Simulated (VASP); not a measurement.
# Hf (P6_3/mmc) in VASP: notebook

The runs below take Hf through single point, with r2SCAN.

Program: VASP 6.6.1. These are calculated values, not measurements. Logs are shortened: lines on timing, memory, paths and dates and some standing lists are left out, and cuts for length are marked.

## 1. The cell of the first run

Symmetry: P6_3/mmc, No. 194, hexagonal system. Conventional cell: a = 3.166 Å, b = 3.166 Å, c = 4.995 Å, α = 90.00°, β = 90.00°, γ = 120.00°. Hf (site symmetry -6m2) has 12 Hf at 3.09 to 3.17 Å within 4.1 Å.

## 2. Single point, r2SCAN (volume scaled by 0.97, then relaxed in part)

POSCAR

```
Hf
1.0
    3.1657876137      0.0000000000      0.0000000000
   -1.5828938068      2.7416524964      0.0000000000
    0.0000000000      0.0000000000      4.9947522369
Hf
2
Direct
    0.3333333333      0.6666666667      0.2500000000
    0.6666666667      0.3333333333      0.7500000000
```

INCAR.step1

```
ALGO     = Normal         # electronic algorithm
EDIFF    = 1E-4           # SCF threshold, eV
ENCUT    = 520            # plane-wave cutoff, eV
GGA      = PE             # functional
ISMEAR   = 0              # smearing method
LASPH    = T              # aspherical terms in the spheres
LCHARG   = F              # write CHGCAR
LREAL    = F              # projectors in reciprocal space
LWAVE    = T              # write WAVECAR
NBANDS   = 17             # bands
NELM     = 60             # most SCF steps
PREC     = Accurate       # precision mode
SIGMA    = 0.1            # smearing width, eV
```

INCAR.step2

```
ALGO     = Normal         # electronic algorithm
EDIFF    = 1E-6           # SCF threshold, eV
ENCUT    = 520            # plane-wave cutoff, eV
ISIF     = 2              # what is computed and relaxed
ISMEAR   = 0              # smearing method
ISTART   = 1            
LASPH    = T              # aspherical terms in the spheres
LCHARG   = F              # write CHGCAR
LMIXTAU  = T            
LREAL    = F              # projectors in reciprocal space
LWAVE    = F              # write WAVECAR
METAGGA  = R2SCAN         # meta-GGA
NBANDS   = 17             # bands
NELM     = 60             # most SCF steps
PREC     = Accurate       # precision mode
SIGMA    = 0.1            # smearing width, eV
```

KPOINTS

```
k-points
0
Gamma
  15 15 8
```

Potentials or basis: VASP PAW PBE potentials, release 64 (Hf_pv).

The run is started by

```
$ cat potpaw_PBE.64/Hf_pv/POTCAR > POTCAR
$ cp INCAR.step1 INCAR
$ mpirun -np 1 vasp_std > vasp.out
$ cp INCAR.step2 INCAR
$ mpirun -np 1 vasp_std > vasp.out
```

OUTCAR:

```text
EDIFF = 1E-6
   ENCUT = 520
   ISIF = 2
   ISMEAR = 0
   ISTART = 1
   LASPH = T
   LREAL = F
   METAGGA = R2SCAN
   NELM = 60
   PREC = Accurate

 ion  position               nearest neighbor table
   1  0.333  0.667  0.250-   2 3.09   2 3.09   2 3.09   2 3.09   2 3.09   2 3.09
   2  0.667  0.333  0.750-   1 3.09   1 3.09   1 3.09   1 3.09   1 3.09   1 3.09

  LATTYP: Found a hexagonal cell.
 ALAT       =     3.1657876137
 C/A-ratio  =     1.5777281506

  Lattice vectors:

 A1 = (   3.1657876137,   0.0000000000,   0.0000000000)
 A2 = (  -1.5828938068,   2.7416524964,   0.0000000000)
 A3 = (   0.0000000000,   0.0000000000,   4.9947522369)

Analysis of symmetry for initial positions (statically):
=====================================================================
 Subroutine PRICEL returns:
 Original cell was already a primitive cell.

 Routine SETGRP: Setting up the symmetry group for a
 hexagonal supercell.

 Subroutine GETGRP returns: Found 24 space group operations
 (whereof 12 operations were pure point group operations)
 out of a pool of 24 trial point group operations.

The static configuration has the point symmetry D_3d.
 The point group associated with its full space group is D_6h.

Analysis of symmetry for dynamics (positions and initial velocities):
=====================================================================
 Subroutine PRICEL returns:
 Original cell was already a primitive cell.

 Routine SETGRP: Setting up the symmetry group for a
 hexagonal supercell.

 Subroutine GETGRP returns: Found 24 space group operations
 (whereof 12 operations were pure point group operations)
 out of a pool of 24 trial point group operations.

The dynamic configuration has the point symmetry D_3d.
 The point group associated with its full space group is D_6h.

 Subroutine INISYM returns: Found 24 space group operations
 (whereof 12 operations are pure point group operations),
 and found     1 'primitive' translations

----------------------------------------------------------------------------------------

                                     Primitive cell

  volume of cell :      43.3519

  direct lattice vectors                    reciprocal lattice vectors
     3.165787614  0.000000000  0.000000000     0.315877160  0.182371763  0.000000000
    -1.582893807  2.741652496  0.000000000     0.000000000  0.364743527  0.000000000
     0.000000000  0.000000000  4.994752237     0.000000000  0.000000000  0.200210131

  length of vectors
     3.165787614  3.165787614  4.994752237     0.364743527  0.364743527  0.200210131

  position of ions in fractional coordinates (direct lattice)
     0.333333333  0.666666667  0.250000000
     0.666666667  0.333333333  0.750000000

  ion indices of the primitive-cell ions
   primitive index   ion index
                 1           1
                 2           2

----------------------------------------------------------------------------------------

 KPOINTS: k-points

Automatic generation of k-mesh.
 Grid dimensions read from file:
 generate k-points for:   15   15    8

 Generating k-lattice:

  Cartesian coordinates                     Fractional coordinates (reciprocal lattice)
     0.021058477  0.012158118  0.000000000     0.066666667  0.000000000  0.000000000
     0.000000000  0.024316235  0.000000000     0.000000000  0.066666667  0.000000000
     0.000000000  0.000000000  0.025026266     0.000000000  0.000000000  0.125000000

  Length of vectors
     0.024316235  0.024316235  0.025026266

  Shift w.r.t. Gamma in fractional coordinates (k-lattice)
     0.000000000  0.000000000  0.000000000

 Subroutine IBZKPT returns following result:
 ===========================================

 Found    135 irreducible k-points:

 Following reciprocal coordinates:
            Coordinates               Weight
  0.000000  0.000000  0.000000      1.000000
  0.066667  0.000000  0.000000      6.000000
  0.133333 -0.000000  0.000000      6.000000
  0.200000 -0.000000  0.000000      6.000000
  0.266667 -0.000000  0.000000      6.000000
  0.333333 -0.000000  0.000000      6.000000
[... 16 lines left out ...]
  0.333333  0.200000  0.000000     12.000000
  0.400000  0.200000  0.000000      6.000000
 [... further k-points ...]
   k-points           NKPTS =    135   k-points in BZ     NKDIM =    135   number of bands    NBANDS=     17
   number of dos      NEDOS =    301   number of ions     NIONS =      2
   total plane-waves  NPLWV =  23040
   dimension x,y,z NGX =    24 NGY =   24 NGZ =   40
   dimension x,y,z NGXF=    48 NGYF=   48 NGZF=   80
   ions per type =               2
   NGX,Y,Z   is equivalent  to a cutoff of  12.60, 12.60, 13.31 a.u.
   NGXF,Y,Z  is equivalent  to a cutoff of  25.21, 25.21, 26.63 a.u.
 SYSTEM =  unknown system
   PREC   = accura    normal or accurate (medium, high low for compatibility)
   ISTART =      1    job   : 0-new  1-cont  2-samecut
   ICHARG =      0    charge: 1-file 2-atom 10-const
   ISPIN  =      1    spin polarized calculation?
   LNONCOLLINEAR =      F non collinear calculations
   LSORBIT =      F    spin-orbit coupling
   LASPH  =      T    aspherical Exc in radial PAW
   ENCUT  =  520.0 eV  38.22 Ry    6.18 a.u.   5.89  5.89  9.29*2*pi/ulx,y,z
   NELM   =     60;   NELMIN=  2; NELMDL=  0     # of ELM steps
   EDIFF  = 0.1E-05   stopping-criterion for ELM
   LREAL  =      F    real-space projection
   EDIFFG = 0.1E-04   stopping-criterion for IOM
   NSW    =      0    number of steps for IOM
   IBRION =     -1    ionic relax: 0-MD 1-quasi-New 2-CG
   NFREE  =      0    steps in history (QN), initial steepest desc. (CG)
   ISIF   =      2    stress and relaxation
   ISYM   =      2    0-nonsym 1-usesym 2-fastsym
   POTIM  = 0.5000    time-step for ionic-motion
   TEBEG  =    0.0;   TEEND  =   0.0 temperature during run
   PSTRESS=    0.0 pullay stress
   NELECT =      20.0000    total number of electrons
   NUPDOWN=      -1.0000    fix difference up-down
   EMIN   =  10.00;   EMAX   =-10.00  energy-range for DOS
   EFERMI =   0.00;   METHOD = LEGACY
   ISMEAR =     0;   SIGMA  =   0.10  broadening in eV -4-tet -1-fermi 0-gaus
   EFERMI_NEDOS =   21; number of points for ismear=-14 and -15
   IALGO  =     38    algorithm
   IMIX   =      4    mixing-type and parameters
     AMIX     =   0.40;   BMIX     =  1.00
     AMIX_MAG =   1.60;   BMIX_MAG =  1.00
  volume/ion in A,a.u.               =      21.68       146.28
  Fermi-wavevector in a.u.,A,eV,Ry     =   1.264976  2.390457 21.771540  1.600163
  Thomas-Fermi vector in A             =   2.398253
   LORBIT       =      0    0 simple, 1 ext, 2 COOP (PROOUT), +10 PAW based schemes
   METAGGA = R2SCAN    functional components
   LHFCALC =     F    Hartree Fock is set to
   AEXX    =    0.0000 exact exchange contribution
   IVDW    =     0    specifies the selected vdW correction
   LEPSILON=     F    determine dielectric tensor
   LRPA    =     F    only Hartree local field effects (RPA)
 non-spin polarized calculation
 Gauss-broadening in eV      SIGMA  =   0.10
  energy-cutoff  :      520.00
  volume of cell :       43.35
 maximum number of plane-waves:      1194
 NGX is ok and might be reduce to    24
   NGX = 11   NGY = 11   NGZ = 19

 number of electron      19.9999997 magnetization

 Free energy of the ion-electron system (eV)
  ---------------------------------------------------
  ext. energy  EPLUGINS =         0.00000000
  ---------------------------------------------------
  free energy    TOTEN  =       -90.29645237 eV

  energy without entropy =      -90.29068516  energy(sigma->0) =      -90.29356877

 E-fermi :   5.0644     XC(G=0): -12.3130

 val. band max:        5.0520975068   @ k =   0.0000   0.0000   0.2500
 cond. band min:       5.0933497496   @ k =   0.0667   0.0000   0.5000
 fundamental gap:      0.0412522428
 Fermi energy:         5.0644370272

 k-point     1 :       0.0000    0.0000    0.0000
  band No.  band energies     occupation
      1     -27.1773      2.00000
      2     -26.3220      2.00000
      3     -26.3220      2.00000
      4     -26.1796      2.00000
      5     -26.1780      2.00000
      6     -26.1780      2.00000
[... 9 lines left out ...]
     16       8.0288      0.00000
     17      10.8777      0.00000

 k-point     2 :       0.0667    0.0000    0.0000
  band No.  band energies     occupation
      1     -27.1640      2.00000
      2     -26.3503      2.00000
      3     -26.3316      2.00000
      4     -26.2079      2.00000
      5     -26.1856      2.00000
      6     -26.1816      2.00000
[... 9 lines left out ...]
     16       7.8837      0.00000
     17      10.9968      0.00000

 k-point     3 :       0.1333   -0.0000    0.0000
  band No.  band energies     occupation
      1     -27.1251      2.00000
      2     -26.4304      2.00000
      3     -26.3579      2.00000
      4     -26.2910      2.00000
      5     -26.2038      2.00000
      6     -26.1922      2.00000
[... 9 lines left out ...]
     16       7.8125      0.00000
     17      11.2707      0.00000

 k-point     4 :       0.2000   -0.0000    0.0000
  band No.  band energies     occupation
      1     -27.0642      2.00000
      2     -26.5486      2.00000
      3     -26.4091      2.00000
      4     -26.3952      2.00000
      5     -26.2342      2.00000
      6     -26.2091      2.00000
[... 9 lines left out ...]
     16       8.4214      0.00000
     17      11.5672      0.00000
[... 343 lines left out ...]
      1     -26.8295      2.00000
      2     -26.7969      2.00000
      3     -26.7497      2.00000
      4     -26.5433      2.00000
      5     -26.3990      2.00000
      6     -26.3823      2.00000
[... 9 lines left out ...]
     16      11.5888      0.00000
     17      11.8783      0.00000

 k-point    23 :       0.3333    0.2000    0.0000
  band No.  band energies     occupation
      1     -26.8880      2.00000
      2     -26.7505      2.00000
      3     -26.7225      2.00000
      4     -26.6073      2.00000
      5     -26.4563      2.00000
      6     -26.4123      2.00000
[... 9 lines left out ...]
     16      11.5726      0.00000
     17      12.5185      0.00000

 k-point    24 :       0.4000    0.2000    0.0000
  band No.  band energies     occupation
      1     -26.9083      2.00000
      2     -26.7429      2.00000
      3     -26.6864      2.00000
      4     -26.6383      2.00000
      5     -26.4864      2.00000
      6     -26.4226      2.00000
[... 9 lines left out ...]
     16      11.5660      0.00000
     17      12.0889      0.00000

 [... further k-points ...]

------------------------ aborting loop because EDIFF is reached ----------------------------------------

  FORCE on cell =-STRESS in cart. coord.  units (eV):
  Direction    XX          YY          ZZ          XY          YZ          ZX
  --------------------------------------------------------------------------------------
  -------------------------------------------------------------------------------------
  Total        0.8188747      0.8188747      0.7751526      0.0000000     -0.0000000      0.0000000
  in kB       30.2635514     30.2635514     28.6476937      0.0000000     -0.0000000      0.0000000
  external PRESSURE =      29.7249321 kB  Pullay stress =       0.0000000 kB

 VOLUME and BASIS-vectors are now :
 -----------------------------------------------------------------------------
  energy-cutoff  :      520.00
  volume of cell :       43.35
      direct lattice vectors                 reciprocal lattice vectors
     3.165787614  0.000000000  0.000000000     0.315877160  0.182371763  0.000000000
    -1.582893807  2.741652496  0.000000000     0.000000000  0.364743527  0.000000000
     0.000000000  0.000000000  4.994752237     0.000000000  0.000000000  0.200210131

 POSITION                                       TOTAL-FORCE (eV/Angst)
 -----------------------------------------------------------------------------------
     -0.00000      1.82777      1.24869         0.000000     -0.000000      0.000000
      1.58289      0.91388      3.74606        -0.000000      0.000000      0.000000
 -----------------------------------------------------------------------------------
    total drift:                               -0.000000      0.000000     -0.000000

  FREE ENERGIE OF THE ION-ELECTRON SYSTEM (eV)
  ---------------------------------------------------
  free  energy   TOTEN  =       -90.2964523719 eV

  energy  without entropy=      -90.2906851643  energy(sigma->0) =      -90.29356877
```

Run time: 2.9 min. Hardware: 1 thread of Intel Xeon 6975P-C, shared host; peak memory 0.23 GiB.

Results:

- Free energy: -90.2965 eV
- Pressure: 3.0 GPa
- Band gap on the k mesh: zero (band 10 reaches 6.39 eV, above the bottom of band 11 at 4.61 eV)

Caveat: the cell differs from its parent crystal (volume scaled by 0.97, then relaxed in part); the PAW data sets were made with another functional, which shifts forces and pressure a little; spin-orbit coupling is left out, which moves the levels of the heavy elements.

## 3. Single point, r2SCAN

This run uses another cell than the first one, of 22.35 Å³/atom, 1.031 times its volume.

POSCAR

```
Hf
1.0
    3.1980938002      0.0000000000      0.0000000000
   -1.5990469001      2.7696304747      0.0000000000
    0.0000000000      0.0000000000      5.0457226169
Hf
2
Direct
    0.3333333333      0.6666666667      0.2500000000
    0.6666666667      0.3333333333      0.7500000000
```

INCAR.step1

```
SYSTEM = Hf
  PREC = Accurate
  ENCUT = 520
  ISMEAR = 0
  SIGMA = 0.1
  LREAL = .False.
  LASPH = .True.
  NELM = 100
  NBANDS = 17
  GGA = PE
  ALGO = Normal
  EDIFF = 1E-4
  LWAVE = .True.
  LCHARG = .False.
```

INCAR.step2

```
SYSTEM = Hf
  PREC = Accurate
  ENCUT = 520
  EDIFF = 1E-7
  ISMEAR = 0
  SIGMA = 0.1
  LREAL = .False.
  LASPH = .True.
  NELM = 100
  ALGO = Normal
  ISIF = 2
  LWAVE = .False.
  LCHARG = .False.
  METAGGA = R2SCAN
  LMIXTAU = .True.
  NBANDS = 17
  ISTART = 1
```

KPOINTS

```
Automatic mesh
0
Gamma
  15 15 8
  0 0 0
```

Potentials or basis: VASP PAW PBE potentials, release 64 (Hf_pv).

The run is started by

```
$ cat potpaw_PBE.64/Hf_pv/POTCAR > POTCAR
$ cp INCAR.step1 INCAR
$ mpirun -np 1 vasp_std > vasp.out
$ cp INCAR.step2 INCAR
$ mpirun -np 1 vasp_std > vasp.out
```

Wall time 4.1 min (1 thread of Intel Xeon 6975P-C, shared host); peak memory 0.23 GiB.

The run converged. Its results:

- Free energy: -90.3063 eV
- Pressure: -0.6 GPa
- Band gap on the k mesh: zero (band 10 reaches 6.17 eV, above the bottom of band 11 at 4.42 eV)

Stress tensor (GPa, compression positive):
```
-0.54  0.00  0.00
 0.00 -0.54  0.00
 0.00  0.00 -0.64
```

Levels at points of the mesh, in eV from the Fermi level:
| k point | band 7 | band 8 | band 9 | band 10 | band 11 | band 12 | band 13 | band 14 |
| --- | --- | --- | --- | --- | --- | --- | --- | --- |
| (0.00, 0.00, 0.00) | -7.77 | -3.86 | 0.41 | 1.31 | 1.31 | 1.64 | 2.19 | 2.19 |
| (0.00, 0.00, 0.50) | -5.70 | -5.70 | 0.15 | 0.15 | 1.21 | 1.21 | 1.21 | 1.21 |

Caveat: the PAW data sets were made with another functional, which shifts forces and pressure a little; spin-orbit coupling is left out, which moves the levels of the heavy elements.

## 4. Single point, r2SCAN

This run uses another cell than the first one, of 22.35 Å³/atom, 1.031 times its volume.

POSCAR is that of step 3.

INCAR.step1

```
  PREC = Accurate
  ENCUT = 520
  ISMEAR = 0
  SIGMA = 0.1
  LREAL = F
  LASPH = T
  NELM = 60
  NBANDS = 17
  GGA = PE
  ALGO = Normal
  EDIFF = 1E-4
  LWAVE = T
  LCHARG = F
```

INCAR.step2

```
  PREC = Accurate
  ENCUT = 520
  EDIFF = 1E-6
  ISMEAR = 0
  SIGMA = 0.1
  LREAL = F
  LASPH = T
  NELM = 60
  ALGO = Normal
  ISIF = 2
  LWAVE = F
  LCHARG = F
  METAGGA = R2SCAN
  LMIXTAU = T
  NBANDS = 17
  ISTART = 1
```

KPOINTS

```
Automatic mesh
0
Gamma
  15 15 8
```

The run is started by

```
$ cat potpaw_PBE.64/Hf_pv/POTCAR > POTCAR
$ cp INCAR.step1 INCAR
$ mpirun -np 1 vasp_std > vasp.out
$ cp INCAR.step2 INCAR
$ mpirun -np 1 vasp_std > vasp.out
```

It took 3.7 min on 1 thread of Intel Xeon 6975P-C, shared host; peak memory 0.23 GiB.

It converged, with:

* Free energy: -90.3063 eV
* Pressure: -0.6 GPa
* Band gap on the k mesh: zero (band 10 reaches 6.17 eV, above the bottom of band 11 at 4.42 eV)

Stress tensor (GPa, compression positive):
```
-0.54  0.00  0.00
 0.00 -0.54  0.00
 0.00  0.00 -0.64
```

Levels at points of the mesh, in eV from the Fermi level:
```tsv
k point	band 8	band 9	band 10	band 11	band 12	band 13
(0.00, 0.00, 0.00)	-3.86	0.41	1.31	1.31	1.64	2.19
(0.00, 0.00, 0.50)	-5.70	0.15	0.15	1.21	1.21	1.21
```

Caveat: the PAW data sets were made with another functional, which shifts forces and pressure a little; spin-orbit coupling is left out, which moves the levels of the heavy elements.
